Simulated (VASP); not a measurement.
# HfB2 (P6/mmm) in VASP: notebook

HfB2 is run at these levels: r2SCAN; tasks: single point, relaxation of cell and atoms.

Everything below comes from runs of VASP 6.6.1. Logs are shortened: lines on timing, memory, paths and dates and some standing lists are left out, and cuts for length are marked.

## Step 1: The cell of the first run

Symmetry: P6/mmm, No. 191, hexagonal system. The conventional cell has a = 3.137 Å, b = 3.137 Å, c = 3.480 Å, α = 90.00°, β = 90.00°, γ = 120.00°. Hf (site symmetry 6/mmm) has 12 B at 2.51 Å and 6 Hf at 3.14 Å within 3.3 Å. Within 2.4 Å of B (site symmetry -6m2) lie 3 B at 1.81 Å.

## Step 2: Single point, r2SCAN

The input, POSCAR:

```
HfB2
1.0
    3.1366215814      0.0000000000      0.0000000000
   -1.5683107907      2.7163939716      0.0000000000
    0.0000000000      0.0000000000      3.4796563961
Hf B
1 2
Direct
    0.0000000000      0.0000000000      0.0000000000
    0.3333333333      0.6666666667      0.5000000000
    0.6666666667      0.3333333333      0.5000000000
```

The input, INCAR.step1:

```
  ALGO = Normal
  EDIFF = 1E-5
  ENCUT = 550
  GGA = PE
  GGA_COMPAT = F
  ISMEAR = -1
  LASPH = T
  LCHARG = F
  LREAL = F
  LWAVE = T
  NBANDS = 15
  NELM = 120
  PREC = Accurate
  SIGMA = 0.15
```

The input, INCAR.step2:

```
  ALGO = Normal
  EDIFF = 1E-6
  ENCUT = 550
  GGA_COMPAT = F
  ISIF = 2
  ISMEAR = -1
  ISTART = 1
  LASPH = T
  LCHARG = F
  LMIXTAU = T
  LREAL = F
  LWAVE = F
  METAGGA = R2SCAN
  NBANDS = 15
  NELM = 120
  PREC = Accurate
  SIGMA = 0.15
```

The input, KPOINTS:

```
k-points
0
Gamma
  15 15 12
```

Potentials or basis: VASP PAW PBE potentials, release 64 (Hf_pv, B).

Run with:

```console
$ cat potpaw_PBE.64/Hf_pv/POTCAR potpaw_PBE.64/B/POTCAR > POTCAR
$ cp INCAR.step1 INCAR
$ mpirun -np 1 vasp_std > vasp.out
$ cp INCAR.step2 INCAR
$ mpirun -np 1 vasp_std > vasp.out
```

OUTCAR:

```text
EDIFF = 1E-6
   ENCUT = 550
   ISIF = 2
   ISMEAR = -1
   ISTART = 1
   LASPH = T
   LREAL = F
   METAGGA = R2SCAN
   NELM = 120
   PREC = Accurate

 ion  position               nearest neighbor table
   1  0.000  0.000  0.000-   2 2.51   3 2.51   2 2.51   3 2.51   3 2.51   3 2.51   2 2.51   2 2.51
                             3 2.51   3 2.51   2 2.51   2 2.51
   2  0.333  0.667  0.500-   3 1.81   3 1.81   3 1.81   1 2.51   1 2.51   1 2.51   1 2.51   1 2.51
                             1 2.51
   3  0.667  0.333  0.500-   2 1.81   2 1.81   2 1.81   1 2.51   1 2.51   1 2.51   1 2.51   1 2.51
                             1 2.51

  LATTYP: Found a hexagonal cell.
 ALAT       =     3.1366215814
 C/A-ratio  =     1.1093644247

  Lattice vectors:

 A1 = (   3.1366215814,   0.0000000000,   0.0000000000)
 A2 = (  -1.5683107907,   2.7163939716,   0.0000000000)
 A3 = (   0.0000000000,   0.0000000000,   3.4796563961)

Analysis of symmetry for initial positions (statically):
=====================================================================
 Subroutine PRICEL returns:
 Original cell was already a primitive cell.

 Routine SETGRP: Setting up the symmetry group for a
 hexagonal supercell.

 Subroutine GETGRP returns: Found 24 space group operations
 (whereof 24 operations were pure point group operations)
 out of a pool of 24 trial point group operations.

The static configuration has the point symmetry D_6h.

Analysis of symmetry for dynamics (positions and initial velocities):
=====================================================================
 Subroutine PRICEL returns:
 Original cell was already a primitive cell.

 Routine SETGRP: Setting up the symmetry group for a
 hexagonal supercell.

 Subroutine GETGRP returns: Found 24 space group operations
 (whereof 24 operations were pure point group operations)
 out of a pool of 24 trial point group operations.

The dynamic configuration has the point symmetry D_6h.

 Subroutine INISYM returns: Found 24 space group operations
 (whereof 24 operations are pure point group operations),
 and found     1 'primitive' translations

----------------------------------------------------------------------------------------

                                     Primitive cell

  volume of cell :      29.6477

  direct lattice vectors                    reciprocal lattice vectors
     3.136621581  0.000000000  0.000000000     0.318814359  0.184067556  0.000000000
    -1.568310791  2.716393972  0.000000000     0.000000000  0.368135112  0.000000000
     0.000000000  0.000000000  3.479656396     0.000000000  0.000000000  0.287384697

  length of vectors
     3.136621581  3.136621581  3.479656396     0.368135112  0.368135112  0.287384697

  position of ions in fractional coordinates (direct lattice)
     0.000000000  0.000000000  0.000000000
     0.333333333  0.666666667  0.500000000
     0.666666667  0.333333333  0.500000000

  ion indices of the primitive-cell ions
   primitive index   ion index
                 1           1
                 2           2
                 3           3

----------------------------------------------------------------------------------------

 KPOINTS: k-points

Automatic generation of k-mesh.
 Grid dimensions read from file:
 generate k-points for:   15   15   12

 Generating k-lattice:

  Cartesian coordinates                     Fractional coordinates (reciprocal lattice)
     0.021254291  0.012271170  0.000000000     0.066666667  0.000000000  0.000000000
     0.000000000  0.024542341  0.000000000     0.000000000  0.066666667  0.000000000
     0.000000000  0.000000000  0.023948725     0.000000000  0.000000000  0.083333333

  Length of vectors
     0.024542341  0.024542341  0.023948725

  Shift w.r.t. Gamma in fractional coordinates (k-lattice)
     0.000000000  0.000000000  0.000000000

 Subroutine IBZKPT returns following result:
 ===========================================

 Found    189 irreducible k-points:

 Following reciprocal coordinates:
            Coordinates               Weight
  0.000000  0.000000  0.000000      1.000000
  0.066667 -0.000000  0.000000      6.000000
  0.133333  0.000000  0.000000      6.000000
  0.200000  0.000000  0.000000      6.000000
  0.266667  0.000000  0.000000      6.000000
  0.333333  0.000000  0.000000      6.000000
[... 16 lines left out ...]
  0.333333  0.200000  0.000000     12.000000
  0.400000  0.200000  0.000000      6.000000
 [... further k-points ...]
   k-points           NKPTS =    189   k-points in BZ     NKDIM =    189   number of bands    NBANDS=     15
   number of dos      NEDOS =    301   number of ions     NIONS =      3
   total plane-waves  NPLWV =  16128
   dimension x,y,z NGX =    24 NGY =   24 NGZ =   28
   dimension x,y,z NGXF=    48 NGYF=   48 NGZF=   56
   ions per type =               1   2
   NGX,Y,Z   is equivalent  to a cutoff of  12.72, 12.72, 13.38 a.u.
   NGXF,Y,Z  is equivalent  to a cutoff of  25.44, 25.44, 26.75 a.u.
 SYSTEM =  unknown system
   PREC   = accura    normal or accurate (medium, high low for compatibility)
   ISTART =      1    job   : 0-new  1-cont  2-samecut
   ICHARG =      0    charge: 1-file 2-atom 10-const
   ISPIN  =      1    spin polarized calculation?
   LNONCOLLINEAR =      F non collinear calculations
   LSORBIT =      F    spin-orbit coupling
   LASPH  =      T    aspherical Exc in radial PAW
   ENCUT  =  550.0 eV  40.42 Ry    6.36 a.u.   6.00  6.00  6.65*2*pi/ulx,y,z
   NELM   =    120;   NELMIN=  2; NELMDL=  0     # of ELM steps
   EDIFF  = 0.1E-05   stopping-criterion for ELM
   LREAL  =      F    real-space projection
   EDIFFG = 0.1E-04   stopping-criterion for IOM
   NSW    =      0    number of steps for IOM
   IBRION =     -1    ionic relax: 0-MD 1-quasi-New 2-CG
   NFREE  =      0    steps in history (QN), initial steepest desc. (CG)
   ISIF   =      2    stress and relaxation
   ISYM   =      2    0-nonsym 1-usesym 2-fastsym
   POTIM  = 0.5000    time-step for ionic-motion
   TEBEG  =    0.0;   TEEND  =   0.0 temperature during run
   PSTRESS=    0.0 pullay stress
   NELECT =      16.0000    total number of electrons
   NUPDOWN=      -1.0000    fix difference up-down
   EMIN   =  10.00;   EMAX   =-10.00  energy-range for DOS
   EFERMI =   0.00;   METHOD = LEGACY
   ISMEAR =    -1;   SIGMA  =   0.15  broadening in eV -4-tet -1-fermi 0-gaus
   EFERMI_NEDOS =   21; number of points for ismear=-14 and -15
   IALGO  =     38    algorithm
   IMIX   =      4    mixing-type and parameters
     AMIX     =   0.40;   BMIX     =  1.00
     AMIX_MAG =   1.60;   BMIX_MAG =  1.00
  volume/ion in A,a.u.               =       9.88        66.69
  Fermi-wavevector in a.u.,A,eV,Ry     =   1.332860  2.518739 24.170951  1.776515
  Thomas-Fermi vector in A             =   2.461762
   LORBIT       =      0    0 simple, 1 ext, 2 COOP (PROOUT), +10 PAW based schemes
   METAGGA = R2SCAN    functional components
   LHFCALC =     F    Hartree Fock is set to
   AEXX    =    0.0000 exact exchange contribution
   IVDW    =     0    specifies the selected vdW correction
   LEPSILON=     F    determine dielectric tensor
   LRPA    =     F    only Hartree local field effects (RPA)
 non-spin polarized calculation
  energy-cutoff  :      550.00
  volume of cell :       29.65
 maximum number of plane-waves:       892
 NGX is ok and might be reduce to    24
   NGX = 11   NGY = 11   NGZ = 13

 number of electron      15.9999997 magnetization

 Free energy of the ion-electron system (eV)
  ---------------------------------------------------
  ext. energy  EPLUGINS =         0.00000000
  ---------------------------------------------------
  free energy    TOTEN  =       -63.09914145 eV

  energy without entropy =      -63.08036980  energy(sigma->0) =      -63.08975562

 E-fermi :   7.7566     XC(G=0): -13.5599

 val. band max:        7.7038433769   @ k =   0.0667   0.0667   0.5000
 cond. band min:       7.7880654898   @ k =   0.0667   0.0667   0.4167
 fundamental gap:      0.0842221129
 Fermi energy:         7.7565952086

 k-point     1 :       0.0000    0.0000    0.0000
  band No.  band energies     occupation
      1     -24.1387      2.00000
      2     -23.6223      2.00000
      3     -23.6223      2.00000
      4      -6.9572      2.00000
      5       4.6169      2.00000
      6       4.6472      2.00000
      7       4.6843      2.00000
      8       4.6843      2.00000
      9      11.9776      0.00000
     10      11.9776      0.00000
     11      12.6783      0.00000
     12      12.6783      0.00000
     13      12.8659      0.00000
     14      12.9203      0.00000
     15      12.9203      0.00000

 k-point     2 :       0.0667   -0.0000    0.0000
  band No.  band energies     occupation
      1     -24.1326      2.00000
      2     -23.6591      2.00000
      3     -23.6303      2.00000
      4      -6.8557      2.00000
      5       4.3730      2.00000
      6       4.5657      2.00000
      7       4.6737      2.00000
      8       4.7188      2.00000
      9      11.7263      0.00000
     10      11.9051      0.00000
     11      12.0495      0.00000
     12      12.1032      0.00000
     13      13.2660      0.00000
     14      13.6460      0.00000
     15      13.8490      0.00000

 k-point     3 :       0.1333    0.0000    0.0000
  band No.  band energies     occupation
      1     -24.1155      2.00000
      2     -23.7616      2.00000
      3     -23.6529      2.00000
      4      -6.5582      2.00000
      5       3.5871      2.00000
      6       4.3536      2.00000
      7       4.6311      2.00000
      8       4.9857      2.00000
      9      10.7101      0.00000
     10      11.6627      0.00000
     11      11.7087      0.00000
     12      12.3125      0.00000
     13      13.9244      0.00000
     14      14.5094      0.00000
     15      15.1356      0.00000

 k-point     4 :       0.2000    0.0000    0.0000
  band No.  band energies     occupation
      1     -24.0903      2.00000
      2     -23.9093      2.00000
      3     -23.6859      2.00000
      4      -6.0834      2.00000
      5       2.5669      2.00000
      6       4.0808      2.00000
      7       4.5391      2.00000
      8       5.2822      2.00000
      9      10.0231      0.00000
     10      11.4392      0.00000
     11      11.6513      0.00000
     12      12.1222      0.00000
     13      14.1273      0.00000
     14      15.2725      0.00000
     15      15.9538      0.00000
[... 307 lines left out ...]
 k-point    22 :       0.2667    0.2000    0.0000
  band No.  band energies     occupation
      1     -24.2631      2.00000
      2     -24.0056      2.00000
      3     -23.9137      2.00000
      4      -3.7233      2.00000
      5       0.0266      2.00000
      6       1.7463      2.00000
      7       3.7955      2.00000
      8       7.4626      1.75310
      9       7.5292      1.63985
     10       9.2191      0.00012
     11      14.1636      0.00000
     12      15.0701      0.00000
     13      15.4022      0.00000
     14      16.6001      0.00000
     15      18.3263      0.00000

 k-point    23 :       0.3333    0.2000    0.0000
  band No.  band energies     occupation
      1     -24.3069      2.00000
      2     -23.9915      2.00000
      3     -23.9639      2.00000
      4      -2.8323      2.00000
      5      -0.8861      2.00000
      6       1.3651      2.00000
      7       3.8858      2.00000
      8       6.8289      1.99589
      9       7.5366      1.62513
     10      10.1035      0.00000
     11      13.3420      0.00000
     12      14.9867      0.00000
     13      16.5660      0.00000
     14      17.9640      0.00000
     15      18.2433      0.00000

 k-point    24 :       0.4000    0.2000    0.0000
  band No.  band energies     occupation
      1     -24.3217      2.00000
      2     -23.9865      2.00000
      3     -23.9823      2.00000
      4      -1.9515      2.00000
      5      -1.7865      2.00000
      6       1.2482      2.00000
      7       3.9371      2.00000
      8       6.5932      1.99914
      9       7.4915      1.70819
     10      10.8100      0.00000
     11      12.6295      0.00000
     12      14.9537      0.00000
     13      17.1900      0.00000
     14      18.1081      0.00000
     15      18.6664      0.00000

 [... further k-points ...]

------------------------ aborting loop because EDIFF is reached ----------------------------------------

  FORCE on cell =-STRESS in cart. coord.  units (eV):
  Direction    XX          YY          ZZ          XY          YZ          ZX
  --------------------------------------------------------------------------------------
  -------------------------------------------------------------------------------------
  Total       -0.1236008     -0.1236008     -0.0986518      0.0000000     -0.0000000     -0.0000000
  in kB       -6.6794466     -6.6794466     -5.3311901      0.0000000     -0.0000000     -0.0000000
  external PRESSURE =      -6.2300278 kB  Pullay stress =       0.0000000 kB

 VOLUME and BASIS-vectors are now :
 -----------------------------------------------------------------------------
  energy-cutoff  :      550.00
  volume of cell :       29.65
      direct lattice vectors                 reciprocal lattice vectors
     3.136621581  0.000000000  0.000000000     0.318814359  0.184067556  0.000000000
    -1.568310791  2.716393972  0.000000000     0.000000000  0.368135112  0.000000000
     0.000000000  0.000000000  3.479656396     0.000000000  0.000000000  0.287384697

 POSITION                                       TOTAL-FORCE (eV/Angst)
 -----------------------------------------------------------------------------------
      0.00000      0.00000      0.00000         0.000000      0.000000      0.000000
     -0.00000      1.81093      1.73983         0.000000      0.000000      0.000000
      1.56831      0.90546      1.73983        -0.000000     -0.000000      0.000000
 -----------------------------------------------------------------------------------
    total drift:                               -0.000000      0.000000      0.000000

  FREE ENERGIE OF THE ION-ELECTRON SYSTEM (eV)
  ---------------------------------------------------
  free  energy   TOTEN  =       -63.0991414473 eV

  energy  without entropy=      -63.0803698011  energy(sigma->0) =      -63.08975562
```

It took 5.4 min on 1 thread of Oxide Virtual Turin-like, shared host; peak memory 0.19 GiB.

What came out:

```yaml
Free_energy: -63.0991 eV
Pressure: -0.6 GPa
Band_gap_on_the_k_mesh: zero (bands 8 and 9 overlap by 1.09 eV)
```

Levels at points of the mesh, in eV from the Fermi level:
| k point | band 6 | band 7 | band 8 | band 9 | band 10 | band 11 |
| --- | --- | --- | --- | --- | --- | --- |
| (0.00, 0.00, 0.00) | -3.11 | -3.07 | -3.07 | 4.22 | 4.22 | 4.92 |
| (0.00, 0.00, 0.50) | -1.29 | -1.29 | 0.33 | 0.33 | 1.06 | 1.06 |

Caveat: the PAW data sets were made with another functional, which shifts forces and pressure a little; spin-orbit coupling is left out, which moves the levels of the heavy elements.

[end of part 1 of 2]

The gap in the log of VASP goes by the Fermi energy; the results here count the filled bands.